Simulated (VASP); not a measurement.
# Ge8S7 (P1) in VASP: relaxation of cell and atoms with PBEsol

Aim: the relaxation of cell and atoms of Ge8S7 with PBEsol.

Program: VASP 6.6.1. These are calculated values, not measurements. Logs are shortened: lines on timing, memory, paths and dates and some standing lists are left out, and cuts for length are marked.

## (1) The cell of the first run

The typed cell holds 15 atoms: a = 5.483 Å, b = 5.454 Å, c = 10.178 Å, α = 89.39°, β = 89.60°, γ = 98.56°.

## (2) Relaxation of cell and atoms, PBEsol (atoms taken out)

Input file INCAR:

```
SYSTEM = Ge8S7
PREC = Accurate ; ENCUT = 500
EDIFF = 1E-7 ; ISMEAR = 0
SIGMA = 0.1 ; LREAL = .False.
LASPH = .True. ; NELM = 120
ALGO = Normal ; ISIF = 3
LWAVE = .False. ; LCHARG = .False.
GGA = PS ; IBRION = 2
NSW = 45 ; EDIFFG = -0.04
ISYM = 0 ; GGA_COMPAT = .False.
NELMIN = 4
```

Input file KPOINTS:

```
Automatic mesh
0
Gamma
  4 4 2
  0 0 0
```

Input file POSCAR:

```
Ge8S7
1.0
   -0.0191020116     -3.5785198048     -4.1544157669
   -0.0292873893     -3.5560899627      4.1346012746
  -10.1779958675     -0.0679653895      0.0126377989
Ge S
8 7
Direct
    0.3152481961      0.4569994501      0.8785936494
    0.7726580598      0.9414361682      0.8766051179
    0.8042835721      0.4391246621      0.6132300055
    0.3740624071      0.8614232493      0.6839696526
    0.1914590311      0.5728425781      0.3796014233
    0.6898657358      0.0737296684      0.3768253926
    0.6957185954      0.5768922719      0.1116931703
    0.1889468448      0.0844816466      0.1100929166
    0.1399531833      0.6361458248      0.1356666065
    0.6352246908      0.1281711503      0.1352741223
    0.6380714575      0.6245943189      0.3506837618
    0.1334957588      0.1292155152      0.3463934783
    0.3654498241      0.3117957038      0.6556454879
    0.8123506022      0.8832211001      0.6420425819
    0.8720255961      0.3950838141      0.8501801543
```

Potentials or basis: VASP PAW PBE potentials, release 64 (Ge_d, S).

The run is started by

```sh
$ cat potpaw_PBE.64/Ge_d/POTCAR potpaw_PBE.64/S/POTCAR > POTCAR
$ mpirun -np 1 vasp_std > vasp.out
```

OUTCAR:

```text
SYSTEM = Ge8S7
   PREC = Accurate
   ENCUT = 500
   EDIFF = 1E-7
   ISMEAR = 0
   LREAL = .False.
   LASPH = .True.
   NELM = 120
   ISIF = 3
   GGA = PS
   IBRION = 2
   NSW = 45
   EDIFFG = -0.04
   ISYM = 0
   NELMIN = 4

 ion  position               nearest neighbor table
   1  0.315  0.457  0.879-  15 2.42  13 2.44
   2  0.773  0.941  0.877-  14 2.42  15 2.46
   3  0.804  0.439  0.613-  14 2.44  13 2.44  15 2.46
   4  0.374  0.861  0.684-  14 2.42  13 2.48
   5  0.191  0.573  0.380-  12 2.42  11 2.44   9 2.53
   6  0.690  0.074  0.377-  12 2.42  11 2.44  10 2.50
   7  0.696  0.577  0.112-   9 2.42  10 2.43  11 2.47
   8  0.189  0.084  0.110-   9 2.43  10 2.44  12 2.44
   9  0.140  0.636  0.136-   7 2.42   8 2.43   5 2.53
  10  0.635  0.128  0.135-   7 2.43   8 2.44   6 2.50
  11  0.638  0.625  0.351-   5 2.44   6 2.44   7 2.47
  12  0.133  0.129  0.346-   5 2.42   6 2.42   8 2.44
  13  0.365  0.312  0.656-   3 2.44   1 2.44   4 2.48
  14  0.812  0.883  0.642-   4 2.42   2 2.42   3 2.44
  15  0.872  0.395  0.850-   1 2.42   3 2.46   2 2.46

IMPORTANT INFORMATION: All symmetrisations will be switched off!
NOSYMM: (Re-)initialisation of all symmetry stuff for point group C_1.

----------------------------------------------------------------------------------------

                                     Primitive cell

  volume of cell :     300.9414

  direct lattice vectors                    reciprocal lattice vectors
    -0.019102012 -3.578519805 -4.154415767     0.000784434 -0.139833159 -0.120262218
    -0.029287389 -3.556089963  4.134601275     0.001088521 -0.140505328  0.121023107
   -10.177995867 -0.067965390  0.012637799    -0.098255774  0.000666745 -0.000122539

  length of vectors
     5.483186961  5.453582426 10.178230636     0.184436788  0.185444128  0.098258113

  position of ions in fractional coordinates (direct lattice)
     0.315248196  0.456999450  0.878593649
     0.772658060  0.941436168  0.876605118
     0.804283572  0.439124662  0.613230006
     0.374062407  0.861423249  0.683969653
     0.191459031  0.572842578  0.379601423
     0.689865736  0.073729668  0.376825393
     0.695718595  0.576892272  0.111693170
     0.188946845  0.084481647  0.110092917
     0.139953183  0.636145825  0.135666607
     0.635224691  0.128171150  0.135274122
     0.638071457  0.624594319  0.350683762
     0.133495759  0.129215515  0.346393478
     0.365449824  0.311795704  0.655645488
     0.812350602  0.883221100  0.642042582
     0.872025596  0.395083814  0.850180154

  ion indices of the primitive-cell ions
   primitive index   ion index
                 1           1
                 2           2
                 3           3
                 4           4
                 5           5
                 6           6
                 7           7
                 8           8
                 9           9
                10          10
                11          11
                12          12
                13          13
                14          14
                15          15

----------------------------------------------------------------------------------------

 KPOINTS: Automatic mesh

Automatic generation of k-mesh.
 Grid dimensions read from file:
 generate k-points for:    4    4    2

 Generating k-lattice:

  Cartesian coordinates                     Fractional coordinates (reciprocal lattice)
     0.000196108 -0.034958290 -0.030065555     0.250000000 -0.000000000  0.000000000
     0.000272130 -0.035126332  0.030255777     0.000000000  0.250000000  0.000000000
    -0.049127887  0.000333373 -0.000061269     0.000000000 -0.000000000  0.500000000

  Length of vectors
     0.046109197  0.046361032  0.049129056

  Shift w.r.t. Gamma in fractional coordinates (k-lattice)
     0.000000000  0.000000000  0.000000000

 Subroutine IBZKPT returns following result:
 ===========================================

 Found     20 irreducible k-points:

 Following reciprocal coordinates:
            Coordinates               Weight
  0.000000  0.000000  0.000000      1.000000
  0.250000 -0.000000  0.000000      2.000000
  0.500000 -0.000000  0.000000      1.000000
  0.000000  0.250000  0.000000      2.000000
  0.250000  0.250000 -0.000000      2.000000
  0.500000  0.250000  0.000000      2.000000
[... 12 lines left out ...]
  0.250000  0.500000  0.500000      2.000000
  0.500000  0.500000  0.500000      1.000000
   k-points           NKPTS =     20   k-points in BZ     NKDIM =     20   number of bands    NBANDS=     92
   number of dos      NEDOS =    301   number of ions     NIONS =     15
   total plane-waves  NPLWV = 128000
   dimension x,y,z NGX =    40 NGY =   40 NGZ =   80
   dimension x,y,z NGXF=    80 NGYF=   80 NGZF=  160
   ions per type =               8   7
   NGX,Y,Z   is equivalent  to a cutoff of  12.13, 12.19, 13.07 a.u.
   NGXF,Y,Z  is equivalent  to a cutoff of  24.26, 24.39, 26.13 a.u.
 SYSTEM =  Ge8S7
   PREC   = accura    normal or accurate (medium, high low for compatibility)
   ISTART =      0    job   : 0-new  1-cont  2-samecut
   ICHARG =      2    charge: 1-file 2-atom 10-const
   ISPIN  =      1    spin polarized calculation?
   LNONCOLLINEAR =      F non collinear calculations
   LSORBIT =      F    spin-orbit coupling
   LASPH  =      T    aspherical Exc in radial PAW
   ENCUT  =  500.0 eV  36.75 Ry    6.06 a.u.  10.00  9.94 18.56*2*pi/ulx,y,z
   NELM   =    120;   NELMIN=  4; NELMDL= -5     # of ELM steps
   EDIFF  = 0.1E-06   stopping-criterion for ELM
   LREAL  =      F    real-space projection
   EDIFFG = -.4E-01   stopping-criterion for IOM
   NSW    =     45    number of steps for IOM
   IBRION =      2    ionic relax: 0-MD 1-quasi-New 2-CG
   NFREE  =      1    steps in history (QN), initial steepest desc. (CG)
   ISIF   =      3    stress and relaxation
   ISYM   =      0    0-nonsym 1-usesym 2-fastsym
   POTIM  = 0.5000    time-step for ionic-motion
   TEBEG  =    0.0;   TEEND  =   0.0 temperature during run
   PSTRESS=    0.0 pullay stress
   NELECT =     154.0000    total number of electrons
   NUPDOWN=      -1.0000    fix difference up-down
   EMIN   =  10.00;   EMAX   =-10.00  energy-range for DOS
   EFERMI =   0.00;   METHOD = LEGACY
   ISMEAR =     0;   SIGMA  =   0.10  broadening in eV -4-tet -1-fermi 0-gaus
   EFERMI_NEDOS =   21; number of points for ismear=-14 and -15
   IALGO  =     38    algorithm
   IMIX   =      4    mixing-type and parameters
     AMIX     =   0.40;   BMIX     =  1.00
     AMIX_MAG =   1.60;   BMIX_MAG =  1.00
  volume/ion in A,a.u.               =      20.06       135.39
  Fermi-wavevector in a.u.,A,eV,Ry     =   1.309447  2.474495 23.329232  1.714650
  Thomas-Fermi vector in A             =   2.440045
   LORBIT       =      0    0 simple, 1 ext, 2 COOP (PROOUT), +10 PAW based schemes
   GGA     = PS    functional components
   LHFCALC =     F    Hartree Fock is set to
   AEXX    =    0.0000 exact exchange contribution
   IVDW    =     0    specifies the selected vdW correction
   LEPSILON=     F    determine dielectric tensor
   LRPA    =     F    only Hartree local field effects (RPA)
 conjugate gradient relaxation of ions
 non-spin polarized calculation
 Gauss-broadening in eV      SIGMA  =   0.10
  energy-cutoff  :      500.00
  volume of cell :      300.94
 maximum number of plane-waves:      7656
   NGX = 19   NGY = 19   NGZ = 37

--------------------------------------- Ionic step        1  -------------------------------------------

 number of electron     153.9999968 magnetization

 Free energy of the ion-electron system (eV)
  ---------------------------------------------------
  ext. energy  EPLUGINS =         0.00000000
  ---------------------------------------------------
  free energy    TOTEN  =       -72.96402090 eV

  energy without entropy =      -72.96399214  energy(sigma->0) =      -72.96400652

------------------------ aborting loop because EDIFF is reached ----------------------------------------

  FORCE on cell =-STRESS in cart. coord.  units (eV):
  Direction    XX          YY          ZZ          XY          YZ          ZX
  --------------------------------------------------------------------------------------
  -------------------------------------------------------------------------------------
  Total       -0.1833585      0.0463937      0.3495302      0.1587350     -0.3085887      0.0878169
  in kB       -0.9761797      0.2469946      1.8608584      0.8450867     -1.6428908      0.4675272
  external PRESSURE =       0.3772245 kB  Pullay stress =       0.0000000 kB
[... 128 lines left out ...]
  FREE ENERGIE OF THE ION-ELECTRON SYSTEM (eV)
  ---------------------------------------------------
  free  energy   TOTEN  =       -72.9898254151 eV

  energy  without entropy=      -72.9898112763  energy(sigma->0) =      -72.98981835

[... ionic steps 4 to 11 ...]

--------------------------------------- Ionic step       12  -------------------------------------------

 number of electron     153.9999979 magnetization

------------------------ aborting loop because EDIFF is reached ----------------------------------------

  FORCE on cell =-STRESS in cart. coord.  units (eV):
  Direction    XX          YY          ZZ          XY          YZ          ZX
  --------------------------------------------------------------------------------------
  -------------------------------------------------------------------------------------
  Total        0.1470323      0.0209229     -0.1687130     -0.0009172     -0.1029954      0.0465475
  in kB        0.7689845      0.1094276     -0.8823753     -0.0047967     -0.5386698      0.2434451
  external PRESSURE =      -0.0013211 kB  Pullay stress =       0.0000000 kB
[... 83 lines left out ...]
  energy  without entropy=      -73.0164035721  energy(sigma->0) =      -73.01640566

--------------------------------------- Ionic step       14  -------------------------------------------

 number of electron     153.9999974 magnetization

 Free energy of the ion-electron system (eV)
  ---------------------------------------------------
  ext. energy  EPLUGINS =         0.00000000
  ---------------------------------------------------
  free energy    TOTEN  =       -73.01770322 eV

  energy without entropy =      -73.01769911  energy(sigma->0) =      -73.01770116

 E-fermi :   5.5312     XC(G=0): -10.3638

 val. band max:        5.2647358865   @ k =   0.0000   0.0000   0.5000
 cond. band min:       5.7914778824   @ k =   0.0000   0.5000   0.0000
 fundamental gap:      0.5267419958
 Fermi energy:         5.5311635525

 k-point     1 :       0.0000    0.0000    0.0000
  band No.  band energies     occupation
      1     -19.4006      2.00000
      2     -19.3920      2.00000
      3     -19.3843      2.00000
      4     -19.3835      2.00000
      5     -19.3699      2.00000
      6     -19.3573      2.00000
[... 1829 lines left out ...]
     88       7.6890      0.00000
     89       7.8155      0.00000
 [bands above 89 left out]

------------------------ aborting loop because EDIFF is reached ----------------------------------------

  FORCE on cell =-STRESS in cart. coord.  units (eV):
  Direction    XX          YY          ZZ          XY          YZ          ZX
  --------------------------------------------------------------------------------------
  -------------------------------------------------------------------------------------
  Total       -0.1010183      0.1008835      0.0040917     -0.0366581      0.0245756     -0.0051338
  in kB       -0.5286377      0.5279323      0.0214121     -0.1918348      0.1286064     -0.0268655
  external PRESSURE =       0.0069022 kB  Pullay stress =       0.0000000 kB
[... 30 lines left out ...]
  FREE ENERGIE OF THE ION-ELECTRON SYSTEM (eV)
  ---------------------------------------------------
  free  energy   TOTEN  =       -73.0177032217 eV

  energy  without entropy=      -73.0176991053  energy(sigma->0) =      -73.01770116

 reached required accuracy - stopping structural energy minimisation
```

It took 2.1 h on 1 thread of Oxide Virtual Turin-like, shared host; peak memory 0.56 GiB.

Results:

```
Free energy                           : -73.0177 eV
Relaxed volume                        : 20.41 Å³/atom
Relaxed cell                          : a = 5.502 Å, b = 5.463 Å, c = 10.314 Å, α = 89.62°, β = 89.00°, γ = 99.02°
Space group after relaxing (to 0.1 Å) : P1 (No. 1)
Energy gained by relaxing             : 3.6 meV/atom
Ionic steps                           : 14
Pressure after relaxing               : 0.0 GPa
Largest force after relaxing          : 0.034 eV/Å
Band gap on the k mesh                : 0.53 eV (least direct gap 0.78 eV)
```

Forces in eV/Å, atoms in the order of the input:
```
Ge  -0.003  0.026 -0.008
Ge  -0.001 -0.005 -0.007
Ge   0.014  0.005 -0.026
Ge  -0.013 -0.016 -0.007
Ge  -0.009  0.017  0.009
Ge   0.004  0.009  0.001
Ge  -0.001  0.000  0.001
Ge  -0.002  0.007  0.019
S    0.027 -0.006  0.003
S   -0.008 -0.011 -0.004
S    0.004 -0.008  0.014
S    0.012  0.004  0.020
S   -0.028 -0.002  0.005
S    0.004 -0.010  0.012
S    0.001 -0.010 -0.033
```

The path:
```tsv
step	energy change (eV)	largest force (eV/Å)	pressure (GPa)	volume (Å³)
1	0.0000	0.2515	0.04	300.94
2	-0.0168	0.1540	0.19	301.15
3	-0.0258	0.1038	0.39	301.43
4	-0.0367	0.0919	-0.01	304.03
5	-0.0380	0.1126	-0.20	305.29
6	-0.0432	0.0873	0.03	305.09
7	-0.0439	0.0981	0.16	304.99
8	-0.0475	0.0605	0.02	306.13
9	-0.0479	0.0710	-0.05	306.65
10	-0.0494	0.0566	-0.04	306.58
11	-0.0501	0.0751	-0.02	306.46
12	-0.0510	0.0696	0.00	306.34
13	-0.0524	0.0672	0.05	305.97
14	-0.0537	0.0345	0.00	306.16
```

Final structure:
```
Ge S
1.0
    -0.04875   -3.57455   -4.18291
    -0.01875   -3.54513    4.15668
   -10.31397   -0.09388   -0.03673
Ge S
8 7
Cartesian
  -9.0532 -2.8381 0.5127
  -9.0433 -6.1927 0.6188
  -6.4397 -4.4986 -1.6128
  -7.1775 -4.4779 1.9886
  -3.8779 -2.7413 1.6037
  -3.8729 -2.7437 -2.5644
  -1.2399 -4.5323 -0.4948
  -1.1528 -0.9897 -0.4663
  -1.4488 -2.7539 2.0643
  -1.4634 -2.7368 -2.1212
  -3.6288 -4.5053 -0.0604
  -3.5398 -0.9567 0.0003
  -6.7987 -2.4900 -0.3164
  -6.6657 -6.0773 0.2926
  -8.8117 -4.6305 -2.0423
```

Caveat: the cell differs from its parent crystal (atoms taken out); the PAW data sets were made with another functional, which shifts forces and pressure a little.
